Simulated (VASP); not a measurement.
# SrO (P6_3/mmc) in VASP: a series of runs, part 2 of 2

VASP 6.6.1. Earlier steps stand in the parts before.

## Step 3: Vibrations by perturbation theory, PBE

The input, INCAR:

```
SYSTEM = SrO
PREC = Accurate
ENCUT = 520
EDIFF = 1E-8
ISMEAR = -1
SIGMA = 0.05
LREAL = .False.
LASPH = .True.
NELM = 60
ALGO = Normal
ISIF = 2
LWAVE = .False.
LCHARG = .True.
GGA = PE
IBRION = 8
NSW = 1
```

The input, KPOINTS:

```
Automatic mesh
0
Gamma
  9 9 5
  0 0 0
```

The input, POSCAR:

```
SrO
1.0
    3.5532880902      0.0000000000      0.0000000000
   -1.7766440451      3.0772377531      0.0000000000
    0.0000000000      0.0000000000      6.2173039800
Sr O
2 2
Direct
    0.6666666667      0.3333333333      0.7500000000
    0.3333333333      0.6666666667      0.2500000000
    0.0000000000      0.0000000000      0.5000000000
    0.0000000000      0.0000000000      0.0000000000
```

Potentials or basis: VASP PAW PBE potentials, release 64 (Sr_sv, O).

Run with:

```sh
cat potpaw_PBE.64/Sr_sv/POTCAR potpaw_PBE.64/O/POTCAR > POTCAR
mpirun -np 1 vasp_std > vasp.out
```

OUTCAR:

```text
SYSTEM = SrO
   PREC = Accurate
   ENCUT = 520
   EDIFF = 1E-8
   ISMEAR = -1
   LREAL = .False.
   LASPH = .True.
   NELM = 60
   ISIF = 2
   GGA = PE
   IBRION = 8
   NSW = 1

 ion  position               nearest neighbor table
   1  0.667  0.333  0.750-   3 2.57   4 2.57   3 2.57   4 2.57   3 2.57   4 2.57   2 3.72   2 3.72
                             2 3.72   2 3.72   2 3.72   2 3.72
   2  0.333  0.667  0.250-   3 2.57   4 2.57   3 2.57   4 2.57   3 2.57   4 2.57   1 3.72   1 3.72
                             1 3.72   1 3.72   1 3.72   1 3.72
   3  0.000  0.000  0.500-   1 2.57   2 2.57   1 2.57   2 2.57   1 2.57   2 2.57
   4  0.000  0.000  0.000-   1 2.57   2 2.57   1 2.57   2 2.57   1 2.57   2 2.57

  LATTYP: Found a hexagonal cell.
 ALAT       =     3.5532880902
 C/A-ratio  =     1.7497325919

  Lattice vectors:

 A1 = (   3.5532880902,   0.0000000000,   0.0000000000)
 A2 = (  -1.7766440451,   3.0772377531,   0.0000000000)
 A3 = (   0.0000000000,   0.0000000000,   6.2173039800)

Analysis of symmetry for initial positions (statically):
=====================================================================
 Subroutine PRICEL returns:
 Original cell was already a primitive cell.

 Routine SETGRP: Setting up the symmetry group for a
 hexagonal supercell.

 Subroutine GETGRP returns: Found 24 space group operations
 (whereof 12 operations were pure point group operations)
 out of a pool of 24 trial point group operations.

The static configuration has the point symmetry D_3d.
 The point group associated with its full space group is D_6h.

Analysis of symmetry for dynamics (positions and initial velocities):
=====================================================================
 Subroutine PRICEL returns:
 Original cell was already a primitive cell.

 Routine SETGRP: Setting up the symmetry group for a
 hexagonal supercell.

 Subroutine GETGRP returns: Found 24 space group operations
 (whereof 12 operations were pure point group operations)
 out of a pool of 24 trial point group operations.

The dynamic configuration has the point symmetry D_3d.
 The point group associated with its full space group is D_6h.

 Subroutine INISYM returns: Found 24 space group operations
 (whereof 12 operations are pure point group operations),
[... 717 lines left out ...]
  Total        0.8867113      0.8867113      0.7866808     -0.0000000      0.0000000      0.0000000
  in kB       20.8977355     20.8977355     18.5402500     -0.0000000      0.0000000      0.0000000
  external PRESSURE =      20.1119070 kB  Pullay stress =       0.0000000 kB

 VOLUME and BASIS-vectors are now :
 -----------------------------------------------------------------------------
  energy-cutoff  :      520.00
  volume of cell :       67.98
      direct lattice vectors                 reciprocal lattice vectors
     3.553288090  0.000000000  0.000000000     0.281429475  0.162483383  0.000000000
    -1.776644045  3.077237753  0.000000000     0.000000000  0.324966766  0.000000000
     0.000000000  0.000000000  6.217303980     0.000000000  0.000000000  0.160841420

 POSITION                                       TOTAL-FORCE (eV/Angst)
 -----------------------------------------------------------------------------------
      1.77664      1.02575      4.66298         0.000000      0.000000      0.000000
     -0.00000      2.05149      1.55433        -0.000000     -0.000000      0.000000
      0.00000      0.00000      3.10865        -0.000000      0.000000      0.000000
      0.00000      0.00000      0.00000        -0.000000      0.000000      0.000000
 -----------------------------------------------------------------------------------
    total drift:                               -0.000000      0.000000     -0.000000

  FREE ENERGIE OF THE ION-ELECTRON SYSTEM (eV)
  ---------------------------------------------------
  free  energy   TOTEN  =       -23.7377688660 eV

  energy  without entropy=      -23.7377688660  energy(sigma->0) =      -23.73776887

[... ionic steps 2 to 9 ...]

--------------------------------------- Ionic step       10  -------------------------------------------

------------------------ aborting loop because EDIFF is reached ----------------------------------------

[... ionic steps 11 to 11 ...]

--------------------------------------- Ionic step       12  -------------------------------------------

 Free energy of the ion-electron system (eV)
  ---------------------------------------------------
  ---------------------------------------------------
  free energy    TOTEN  =        -0.37994631 eV

  energy without entropy =       -0.37994631

------------------------ aborting loop because EDIFF is reached ----------------------------------------

 INTERNAL STRAIN TENSOR  FOR ION    3  DIRECTION 3   (eV/Angst):
 -----------------------------------------------------------------------------
    -0.00263 -0.00000  0.00000
    -0.00000 -0.00263  0.00000
     0.00000 -0.00000  0.00937

 INTERNAL STRAIN TENSOR FOR ION    4 for displacements in x,y,z  (eV/Angst):
          X           Y           Z          XY          YZ          ZX
  --------------------------------------------------------------------------------
  x     0.00000     0.00000     0.00000     0.00000     0.00000     0.00000
  y     0.00000     0.00000     0.00000     0.00000     0.00000     0.00000
  z     0.00000     0.00000     0.00000     0.00000     0.00000     0.00000

 SECOND DERIVATIVES (NOT SYMMETRIZED)
 ------------------------------------
               1X          1Y          1Z          2X          2Y          2Z          3X          3Y          3Z          4X          4Y          4Z
  1X    -3.727668    0.000000    0.000000    0.501961    0.000000    0.000000    1.612853    0.000000    0.000000    1.612853    0.000000    0.000000
  1Y     0.000000   -3.727668    0.000000    0.000000    0.501961    0.000000    0.000000    1.612853    0.000000    0.000000    1.612853    0.000000
  1Z     0.000000    0.000000  -10.113267    0.000000    0.000000    7.768792    0.000000    0.000000    1.172237   -0.000000   -0.000000    1.172237
  2X     0.501961    0.000000    0.000000   -3.727668    0.000000    0.000000    1.612853    0.000000    0.000000    1.612853    0.000000    0.000000
  2Y     0.000000    0.501961    0.000000    0.000000   -3.727668    0.000000    0.000000    1.612853    0.000000    0.000000    1.612853    0.000000
  2Z     0.000000    0.000000    7.768792    0.000000    0.000000  -10.113267    0.000000    0.000000    1.172237   -0.000000   -0.000000    1.172237
  3X     1.619720    0.000000    0.000000    1.619720    0.000000    0.000000   -2.755337    0.000000    0.000000   -0.484103    0.000000    0.000000
  3Y     0.000000    1.619720    0.000000    0.000000    1.619720    0.000000    0.000000   -2.755337    0.000000    0.000000   -0.484103    0.000000
  3Z     0.000000   -0.000000    1.181688    0.000000   -0.000000    1.181688    0.000000    0.000000   -7.639723    0.000000    0.000000    5.276347
  4X     1.619720    0.000000    0.000000    1.619720    0.000000    0.000000   -0.484103    0.000000    0.000000   -2.755337    0.000000    0.000000
  4Y     0.000000    1.619720    0.000000    0.000000    1.619720    0.000000    0.000000   -0.484103    0.000000    0.000000   -2.755337    0.000000
  4Z     0.000000    0.000000    1.181688    0.000000    0.000000    1.181688    0.000000    0.000000    5.276347    0.000000    0.000000   -7.639723

 Eigenvectors and eigenvalues of the dynamical matrix
 ----------------------------------------------------

   1 f  =   14.046106 THz    88.254285 2PiTHz  468.527655 cm-1    58.090000 meV
             X         Y         Z           dx          dy          dz
      1.776644  1.025746  4.662978    -0.000000   -0.000000   -0.000000
     -0.000000  2.051492  1.554326    -0.000000   -0.000000   -0.000000
      0.000000  0.000000  3.108652     0.000000    0.000000   -0.707107
      0.000000  0.000000  0.000000     0.000000    0.000000    0.707107
[... 71 lines left out ...]
  12 f/i=    0.009447 THz     0.059359 2PiTHz    0.315127 cm-1     0.039071 meV
             X         Y         Z           dx          dy          dz
      1.776644  1.025746  4.662978     0.000000   -0.000000   -0.650628
     -0.000000  2.051492  1.554326     0.000000   -0.000000   -0.650628
      0.000000  0.000000  3.108652     0.000000   -0.000000   -0.276917
      0.000000  0.000000  0.000000     0.000000   -0.000000   -0.276917

--------------------------------------------------------------------------------------------------------

 ELASTIC MODULI CONTR FROM IONIC RELAXATION (kBar)
 Direction    XX          YY          ZZ          XY          YZ          ZX
 --------------------------------------------------------------------------------
 XX          -0.7843      0.7843     -0.0000     -0.0000      0.0000      0.0000
 YY           0.7843     -0.7843      0.0000      0.0000     -0.0000      0.0000
 ZZ          -0.0000      0.0000     -0.0000      0.0000     -0.0000      0.0000
 XY          -0.0000      0.0000      0.0000     -0.7843      0.0000      0.0000
 YZ           0.0000     -0.0000     -0.0000      0.0000     -0.0000      0.0000
 ZX           0.0000      0.0000      0.0000      0.0000      0.0000      0.0000
 --------------------------------------------------------------------------------
```

stdout:

```text
POSCAR found type information on POSCAR SrO
 POSCAR found :  2 types and       4 ions
 scaLAPACK will be used
 LDA part: xc-table for (Slater+PW92), standard interpolation
 POSCAR, INCAR and KPOINTS ok, starting setup
 FFT: planning ... GRIDC
 FFT: planning ... GRID_SOFT
 FFT: planning ... GRID
 WAVECAR not read
 entering main loop
 Linear response reoptimize wavefunctions to high precision
 Linear response DOF=           4
 Linear response progress:
 first order change of Fermi-energy  -0.15275E-03
 force on displaced ion       1 direction 1 :  -3.728  -0.001   0.000
 Linear response progress:
 first order change of Fermi-energy  -0.92270E-02
 force on displaced ion       1 direction 3 :   0.000  -0.000 -10.113
 Linear response progress:
 first order change of Fermi-energy  -0.11339E-03
 force on displaced ion       3 direction 1 :  -2.755   0.000   0.000
 Linear response progress:
 first order change of Fermi-energy   0.14144E-02
 force on displaced ion       3 direction 3 :  -0.000  -0.000  -7.640
 Linear response finished
```

It took 31 min on 1 thread of Intel Xeon 8259CL, shared host; peak memory 0.47 GiB.

What came out:

| Property | Result |
| --- | --- |
| Highest phonon frequency at Γ, LO-TO splitting left out | 469 cm⁻¹ |

Phonon frequencies in cm⁻¹ (negative: imaginary):
| q point | frequencies |
| --- | --- |
| (0.000, 0.000, 0.000) | 0 0 0 115 115 196 196 218 236 255 255 469 |

Caveat: the cell stands under pressure or tension, which shifts response properties.
